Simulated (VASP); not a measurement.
# MoS2 (P-6m2) in VASP: further runs

MoS2 is run at these levels: PBE+D3(BJ); tasks: single point.

All numbers are computed with VASP 6.6.1; they aren't measurements. Logs are shortened: lines on timing, memory, paths and dates and some standing lists are left out, and cuts for length are marked.

## Step 1: The cell of the first run

The structure is hexagonal, space group P-6m2 (No. 187). Conventional cell: a = 3.231 Å, b = 3.231 Å, c = 6.818 Å, α = 90.00°, β = 90.00°, γ = 120.00°. Mo (site symmetry -6m2) has 6 S at 2.46 Å and 6 Mo at 3.23 Å within 3.3 Å. S (site symmetry 3m) has 3 Mo at 2.46 Å and 7 S at 3.22 to 3.23 Å within 3.3 Å.

## Step 2: Single point, PBE+D3(BJ) (20.55 Å³/atom)

The input, INCAR:

```
ALGO = Normal
EDIFF = 1E-6
ENCUT = 500
GGA = PE
GGA_COMPAT = F
ISIF = 2
ISMEAR = 0
IVDW = 12
LASPH = T
LCHARG = F
LREAL = F
LWAVE = F
NBANDS = 20
NELM = 120
PREC = Accurate
SIGMA = 0.05
```

The input, KPOINTS:

```
k-points
0
Gamma
  12 12 6
```

The input, POSCAR:

```
MoS2
1.0
    3.2312950452      0.0000000000      0.0000000000
   -1.6156475226      2.7983835963      0.0000000000
    0.0000000000      0.0000000000      6.8175461395
Mo S
1 2
Direct
    0.0000000000      0.0000000000      0.0000000000
    0.3333333333      0.6666666667      0.2357940733
    0.3333333333      0.6666666667      0.7642059267
```

Potentials or basis: VASP PAW PBE potentials, release 64 (Mo_sv, S).

Launch:

```console
cat potpaw_PBE.64/Mo_sv/POTCAR potpaw_PBE.64/S/POTCAR > POTCAR
mpirun -np 1 vasp_std > vasp.out
```

OUTCAR:

```text
EDIFF = 1E-6
   ENCUT = 500
   GGA = PE
   ISIF = 2
   ISMEAR = 0
   IVDW = 12
   LASPH = T
   LREAL = F
   NELM = 120
   PREC = Accurate
 IVDW          = 12

 ion  position               nearest neighbor table
   1  0.000  0.000  0.000-   2 2.46   3 2.46   2 2.46   3 2.46   2 2.46   3 2.46
   2  0.333  0.667  0.236-   1 2.46   1 2.46   1 2.46
   3  0.333  0.667  0.764-   1 2.46   1 2.46   1 2.46

  LATTYP: Found a hexagonal cell.
 ALAT       =     3.2312950452
 C/A-ratio  =     2.1098494703

  Lattice vectors:

 A1 = (   3.2312950452,   0.0000000000,   0.0000000000)
 A2 = (  -1.6156475226,   2.7983835963,   0.0000000000)
 A3 = (   0.0000000000,   0.0000000000,   6.8175461395)

Analysis of symmetry for initial positions (statically):
=====================================================================
 Subroutine PRICEL returns:
 Original cell was already a primitive cell.

 Routine SETGRP: Setting up the symmetry group for a
 hexagonal supercell.

 Subroutine GETGRP returns: Found 12 space group operations
 (whereof 12 operations were pure point group operations)
 out of a pool of 24 trial point group operations.

The static configuration has the point symmetry D_3h.

Analysis of symmetry for dynamics (positions and initial velocities):
=====================================================================
 Subroutine PRICEL returns:
 Original cell was already a primitive cell.

 Routine SETGRP: Setting up the symmetry group for a
 hexagonal supercell.

 Subroutine GETGRP returns: Found 12 space group operations
 (whereof 12 operations were pure point group operations)
 out of a pool of 24 trial point group operations.

The dynamic configuration has the point symmetry D_3h.

 Subroutine INISYM returns: Found 12 space group operations
 (whereof 12 operations are pure point group operations),
 and found     1 'primitive' translations

----------------------------------------------------------------------------------------

                                     Primitive cell

  volume of cell :      61.6470

  direct lattice vectors                    reciprocal lattice vectors
     3.231295045  0.000000000  0.000000000     0.309473442  0.178674575  0.000000000
    -1.615647523  2.798383596  0.000000000     0.000000000  0.357349150  0.000000000
     0.000000000  0.000000000  6.817546140     0.000000000  0.000000000  0.146680342

  length of vectors
[... 82 lines left out ...]
   ENCUT  =  500.0 eV  36.75 Ry    6.06 a.u.   5.89  5.89 12.43*2*pi/ulx,y,z
   NELM   =    120;   NELMIN=  2; NELMDL= -5     # of ELM steps
   EDIFF  = 0.1E-05   stopping-criterion for ELM
   LREAL  =      F    real-space projection
   EDIFFG = 0.1E-04   stopping-criterion for IOM
   NSW    =      0    number of steps for IOM
   IBRION =     -1    ionic relax: 0-MD 1-quasi-New 2-CG
   NFREE  =      0    steps in history (QN), initial steepest desc. (CG)
   ISIF   =      2    stress and relaxation
   ISYM   =      2    0-nonsym 1-usesym 2-fastsym
   POTIM  = 0.5000    time-step for ionic-motion
   TEBEG  =    0.0;   TEEND  =   0.0 temperature during run
   PSTRESS=    0.0 pullay stress
   NELECT =      26.0000    total number of electrons
   NUPDOWN=      -1.0000    fix difference up-down
   EMIN   =  10.00;   EMAX   =-10.00  energy-range for DOS
   EFERMI =   0.00;   METHOD = LEGACY
   ISMEAR =     0;   SIGMA  =   0.05  broadening in eV -4-tet -1-fermi 0-gaus
   EFERMI_NEDOS =   21; number of points for ismear=-14 and -15
   IALGO  =     38    algorithm
   IMIX   =      4    mixing-type and parameters
     AMIX     =   0.40;   BMIX     =  1.00
     AMIX_MAG =   1.60;   BMIX_MAG =  1.00
  volume/ion in A,a.u.               =      20.55       138.67
  Fermi-wavevector in a.u.,A,eV,Ry     =   1.227709  2.320033 20.507632  1.507268
  Thomas-Fermi vector in A             =   2.362662
   LORBIT       =      0    0 simple, 1 ext, 2 COOP (PROOUT), +10 PAW based schemes
   GGA     = PE    functional components
   LHFCALC =     F    Hartree Fock is set to
   AEXX    =    0.0000 exact exchange contribution
   IVDW    =    12    specifies the selected vdW correction
   LEPSILON=     F    determine dielectric tensor
   LRPA    =     F    only Hartree local field effects (RPA)
 non-spin polarized calculation
 Gauss-broadening in eV      SIGMA  =   0.05
  energy-cutoff  :      500.00
  volume of cell :       61.65
 maximum number of plane-waves:      1580
 NGX is ok and might be reduce to    24
   NGX = 11   NGY = 11   NGZ = 25

 number of electron      26.0000002 magnetization

 Free energy of the ion-electron system (eV)
  ---------------------------------------------------
  ext. energy  EPLUGINS =         0.00000000
  ---------------------------------------------------
  free energy    TOTEN  =       -21.74445902 eV

  energy without entropy =      -21.74445902  energy(sigma->0) =      -21.74445902

 E-fermi :   5.9410     XC(G=0):  -9.9416

 val. band max:        5.5577918929   @ k =   0.0000   0.0000   0.5000
 cond. band min:       6.7615859710   @ k =   0.1667   0.1667   0.0000
 fundamental gap:      1.2037940781
 Fermi energy:         5.9410258458

 k-point     1 :       0.0000    0.0000    0.0000
  band No.  band energies     occupation
      1     -55.7430      2.00000
      2     -29.8397      2.00000
      3     -29.6721      2.00000
      4     -29.6721      2.00000
      5      -8.6172      2.00000
      6      -7.3688      2.00000
[... 541 lines left out ...]
     19      12.8685      0.00000
     20      13.7313      0.00000

 [... further k-points ...]

------------------------ aborting loop because EDIFF is reached ----------------------------------------

 Edisp (eV)   -1.10450

 E8    (eV) :    -0.4467

  FORCE on cell =-STRESS in cart. coord.  units (eV):
  Direction    XX          YY          ZZ          XY          YZ          ZX
  --------------------------------------------------------------------------------------
  -------------------------------------------------------------------------------------
  Total      -3.40862    -3.40862    -3.85425     0.00000     0.00000     0.00000
  in kB     -88.58853   -88.58853  -100.17020     0.00000     0.00000     0.00000
  external pressure =      -92.45 kB  Pullay stress =        0.00 kB

 VOLUME and BASIS-vectors are now :
 -----------------------------------------------------------------------------
  energy-cutoff  :      500.00
  volume of cell :       61.65
      direct lattice vectors                 reciprocal lattice vectors
     3.231295045  0.000000000  0.000000000     0.309473442  0.178674575  0.000000000
    -1.615647523  2.798383596  0.000000000     0.000000000  0.357349150  0.000000000
     0.000000000  0.000000000  6.817546140     0.000000000  0.000000000  0.146680342

 POSITION                                       TOTAL-FORCE (eV/Angst)
 -----------------------------------------------------------------------------------
      0.00000      0.00000      0.00000         0.000000     -0.000000      0.000000
     -0.00000      1.86559      1.60754        -0.000000      0.000000     -1.127757
     -0.00000      1.86559      5.21001        -0.000000      0.000000      1.127757
 -----------------------------------------------------------------------------------
    total drift:                                0.000000     -0.000000     -0.000000

  FREE ENERGIE OF THE ION-ELECTRON SYSTEM (eV)
  ---------------------------------------------------
  free  energy   TOTEN  =       -22.8489577454 eV

  energy  without entropy=      -22.8489577454  energy(sigma->0) =      -22.84895775
```

Wall time 87 s (1 thread of Intel Xeon 8259CL, shared host); peak memory 0.23 GiB.

What came out:

| Quantity | Value |
| --- | --- |
| Free energy | -22.8490 eV |
| Pressure | -9.2 GPa |
| Largest force | 1.128 eV/Å |
| Band gap on the k mesh | 1.20 eV (least direct gap 1.58 eV) |
| Dispersion energy per atom | -0.368 eV |

Forces on the atoms (eV/Å):
```
Mo   0.000  0.000  0.000
S    0.000  0.000 -1.128
S    0.000  0.000  1.128
```

Stress tensor (GPa, compression positive):
```
 -8.86   0.00   0.00
  0.00  -8.86   0.00
  0.00   0.00 -10.02
```

Caveat: the cell stands under tension; forces of over 1 eV/Å act on the atoms, so gaps and moduli don't describe the material at rest. A k mesh can miss the band edges.

## Step 3: Single point, PBE+D3(BJ) (21.31 Å³/atom)

This run uses another cell than the first one, of 21.31 Å³/atom.

The input, INCAR:

```
ALGO     = Normal         # electronic algorithm
EDIFF    = 1E-6           # SCF threshold, eV
ENCUT    = 500            # plane-wave cutoff, eV
GGA      = PE             # functional
GGA_COMPAT= False        
ISIF     = 2              # what is computed and relaxed
ISMEAR   = 0              # smearing method
IVDW     = 12             # dispersion correction
LASPH    = True           # aspherical terms in the spheres
LCHARG   = False          # write CHGCAR
LREAL    = False          # projectors in reciprocal space
LWAVE    = False          # write WAVECAR
NBANDS   = 20             # bands
NELM     = 120            # most SCF steps
PREC     = Accurate       # precision mode
SIGMA    = 0.05           # smearing width, eV
```

KPOINTS is that of step 2.

The input, POSCAR:

```
MoS2
1.0
    3.3592866932      0.0000000000      0.0000000000
   -1.6796433466      2.9092276149      0.0000000000
    0.0000000000      0.0000000000      6.5415389778
Mo S
1 2
Direct
    0.0000000000      0.0000000000      0.0000000000
    0.3333333333      0.6666666667      0.2357940733
    0.3333333333      0.6666666667      0.7642059267
```

Potentials or basis: VASP PAW PBE potentials, release 64 (Mo_sv, S).

Launch:

```console
cat potpaw_PBE.64/Mo_sv/POTCAR potpaw_PBE.64/S/POTCAR > POTCAR
mpirun -np 1 vasp_std > vasp.out
```

It took 75 s on 1 thread of Intel Xeon 8259CL, shared host; peak memory 0.23 GiB.

The run converged. Its results:

```yaml
Free_energy: -22.6038 eV
Pressure: -11.7 GPa
Largest_force: 0.707 eV/Å
Band_gap_on_the_k_mesh: 0.32 eV (least direct gap 1.20 eV)
Dispersion_energy_per_atom: -0.353 eV
```

Forces on the atoms (eV/Å):
```
Mo   0.000  0.000  0.000
S    0.000  0.000 -0.707
S    0.000  0.000  0.707
```

Stress tensor (GPa, compression positive):
```
-15.00   0.00   0.00
  0.00 -15.00   0.00
  0.00   0.00  -5.01
```

Levels at points of the mesh, in eV from the valence-band top:
| k point | band 11 | band 12 | band 13 | band 14 | band 15 | band 16 |
| --- | --- | --- | --- | --- | --- | --- |
| (0.00, 0.00, 0.00) | -2.47 | -1.22 | -0.77 | 1.60 | 1.60 | 1.78 |
| (0.50, 0.00, 0.00) | -2.15 | -1.83 | -1.47 | 0.91 | 1.31 | 3.05 |
| (0.00, 0.00, 0.50) | -2.50 | -2.50 | 0.00 | 1.51 | 1.51 | 1.91 |
| (0.50, 0.00, 0.50) | -2.80 | -2.06 | -1.11 | 0.93 | 1.39 | 2.45 |

Caveat: the cell stands under tension. A k mesh can miss the band edges.

## Step 4: Single point, PBE+D3(BJ) (21.31 Å³/atom)

This run uses another cell than the first one, of 21.31 Å³/atom.

INCAR is that of step 3.

KPOINTS is that of step 3.

The input, POSCAR:

```
MoS2
1.0
    3.2999734767      0.0000000000      0.0000000000
   -1.6499867384      2.8578608626      0.0000000000
    0.0000000000      0.0000000000      6.7788055159
Mo S
1 2
Direct
    0.0000000000      0.0000000000      0.0000000000
    0.3333333333      0.6666666667      0.2357940733
    0.3333333333      0.6666666667      0.7642059267
```

Launch:

```console
cat potpaw_PBE.64/Mo_sv/POTCAR potpaw_PBE.64/S/POTCAR > POTCAR
mpirun -np 1 vasp_std > vasp.out
```

Run time: 68 s. Hardware: 1 thread of Intel Xeon 8259CL, shared host; peak memory 0.23 GiB.

It converged, with:

| Property | Result |
| --- | --- |
| Free energy | -22.6913 eV |
| Pressure | -12.3 GPa |
| Largest force | 1.285 eV/Å |
| Band gap on the k mesh | 0.91 eV (least direct gap 1.40 eV) |
| Dispersion energy per atom | -0.354 eV |

Forces in eV/Å, atoms in the order of the input:
```
Mo   0.000  0.000  0.000
S    0.000  0.000 -1.285
S    0.000  0.000  1.285
```

Stress tensor (GPa, compression positive):
```
-13.02   0.00   0.00
  0.00 -13.02   0.00
  0.00   0.00 -10.71
```

Levels at points of the mesh, in eV from the valence-band top:
```csv
k point,band 9,band 10,band 11,band 12,band 13,band 14,band 15,band 16,band 17,band 18
"(0.00, 0.00, 0.00)",-2.91,-1.93,-1.93,-1.34,-0.70,1.99,1.99,2.08,2.08,4.94
"(0.50, 0.00, 0.00)",-4.44,-3.38,-1.86,-1.58,-1.19,1.41,1.81,3.32,3.40,4.90
"(0.00, 0.00, 0.50)",-2.89,-2.71,-1.95,-1.95,0.00,1.92,1.92,2.17,2.17,5.33
"(0.50, 0.00, 0.50)",-4.03,-3.41,-2.62,-1.51,-0.87,1.42,1.92,2.77,3.24,6.15
```

Caveat: the cell stands under tension; forces of over 1 eV/Å act on the atoms, so gaps and moduli don't describe the material at rest.

## Step 5: Single point, PBE+D3(BJ) (21.31 Å³/atom)

This run uses another cell than the first one, of 21.31 Å³/atom.

The input, INCAR:

```
PREC = Accurate
ENCUT = 500
EDIFF = 1E-6
ISMEAR = 0
SIGMA = 0.05
LREAL = False
LASPH = True
NELM = 120
ALGO = Normal
ISIF = 2
LWAVE = False
LCHARG = False
GGA = PE
IVDW = 12
NBANDS = 20
GGA_COMPAT = False
```

The input, KPOINTS:

```
Automatic mesh
0
Gamma
  12 12 6
```

The input, POSCAR:

```
MoS2
1.0
    3.1844366643      0.0000000000      0.0000000000
   -1.5922183322      2.7578030480      0.0000000000
    0.0000000000      0.0000000000      7.2796222145
Mo S
1 2
Direct
    0.0000000000      0.0000000000      0.0000000000
    0.3333333333      0.6666666667      0.2357940733
    0.3333333333      0.6666666667      0.7642059267
```

Launch:

```console
cat potpaw_PBE.64/Mo_sv/POTCAR potpaw_PBE.64/S/POTCAR > POTCAR
mpirun -np 1 vasp_std > vasp.out
```

Wall time 76 s (1 thread of Intel Xeon 8259CL, shared host); peak memory 0.24 GiB.

It converged, with:

| Property | Result |
| --- | --- |
| Free energy | -22.5348 eV |
| Pressure | -12.9 GPa |
| Largest force | 2.385 eV/Å |
| Band gap on the k mesh | 1.16 eV (least direct gap 1.84 eV) |
| Dispersion energy per atom | -0.357 eV |

Forces on the atoms (eV/Å):
```
Mo   0.000  0.000  0.000
S    0.000  0.000 -2.385
S    0.000  0.000  2.385
```

Stress tensor (GPa, compression positive):
```
 -8.49   0.00   0.00
  0.00  -8.49   0.00
  0.00   0.00 -21.87
```

Levels at points of the mesh, in eV from the valence-band top:
| k point | band 11 | band 12 | band 13 | band 14 | band 15 | band 16 |
| --- | --- | --- | --- | --- | --- | --- |
| (0.00, 0.00, 0.00) | -0.98 | -0.98 | -0.84 | 2.46 | 2.46 | 2.56 |
| (0.50, 0.00, 0.00) | -2.05 | -0.90 | -0.69 | 2.22 | 2.39 | 3.55 |
| (0.00, 0.00, 0.50) | -0.98 | -0.98 | -0.31 | 2.50 | 2.50 | 2.53 |
| (0.50, 0.00, 0.50) | -2.49 | -0.65 | -0.65 | 2.22 | 2.55 | 3.10 |

Caveat: the cell stands under tension; forces of over 1 eV/Å act on the atoms, so gaps and moduli don't describe the material at rest. A k mesh can miss the band edges.

## Step 6: The runs side by side

| cell | gap on the mesh (eV) | pressure (GPa) | largest force (eV/Å) |
| --- | --- | --- | --- |
| a = 3.231, b = 3.231, c = 6.818 Å, angles 90.0, 90.0, 120.0°, 3 atoms | 1.20 | -9.2 | 1.13 |
| a = 3.359, b = 3.359, c = 6.542 Å, angles 90.0, 90.0, 120.0°, 3 atoms | 0.32 | -11.7 | 0.71 |
| a = 3.300, b = 3.300, c = 6.779 Å, angles 90.0, 90.0, 120.0°, 3 atoms | 0.91 | -12.3 | 1.29 |
| a = 3.184, b = 3.184, c = 7.280 Å, angles 90.0, 90.0, 120.0°, 3 atoms | 1.16 | -12.9 | 2.38 |

Alike in all rows: task single point; level PBE+D3(BJ); potentials or basis VASP PAW PBE potentials, release 64 (Mo_sv, S); no spin polarisation; k mesh 12 × 12 × 6; cutoff (eV) 500; smearing gaussian 0.05 eV.

Caveats: the cell stands under tension; forces of over 1 eV/Å act on the atoms, so gaps and moduli don't describe the material at rest (at least some runs).

Total energies depend on the potentials used, so only differences within one code and one set of settings carry meaning.
